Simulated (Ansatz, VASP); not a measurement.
## Two plane-wave programs on Pt

```
Pt
1.0
     2.89377    0.00000    0.00000
    -1.44689    2.50608    0.00000
     0.00000    0.00000    9.33299
Pt
4
Direct
  0.00000 0.00000 0.00000
  0.00000 0.00000 0.50000
  0.33333 0.66667 0.75000
  0.66667 0.33333 0.25000
```

Alike in both runs: task relaxation of cell and atoms; functional r2SCAN; k mesh 6 × 6 × 2; occupations gaussian, width 0.1 eV; no spin polarisation.

```csv
,VASP,Ansatz
version,VASP 6.6.1,Ansatz 0.2.0
potentials or method,"VASP PAW PBE potentials, release 64 (Pt), cutoff 600 eV","scalar-relativistic, plane waves, PAW"
valence electrons in the cell,40,72
```

VASP gave:

- gap on the k mesh at the Fermi level, each at its own relaxed structure (eV): none
- relaxed volume (Å³/atom): 15.35
- relaxed cell length with the largest relative difference (Å): 2.755

Question: Estimate Ansatz's values.

Answer: gap on the k mesh at the Fermi level, each at its own relaxed structure (eV): none; relaxed volume (Å³/atom): 15.31; relaxed cell length with the largest relative difference (Å): 2.753.

VASP's potentials were made for PBE, not for r2SCAN. A gap of «none» marks a metal or a gap that the smearing closes. VASP's potentials hold 40 valence electrons a cell and Ansatz's 72, so a difference there can come from the potentials and not from the codes.

The k mesh is coarse, so the values compare programs but aren't converged. Neither program's run includes spin-orbit coupling. Noted on VASP's run: too few bands were computed for a metal, which touches its energy and stress.
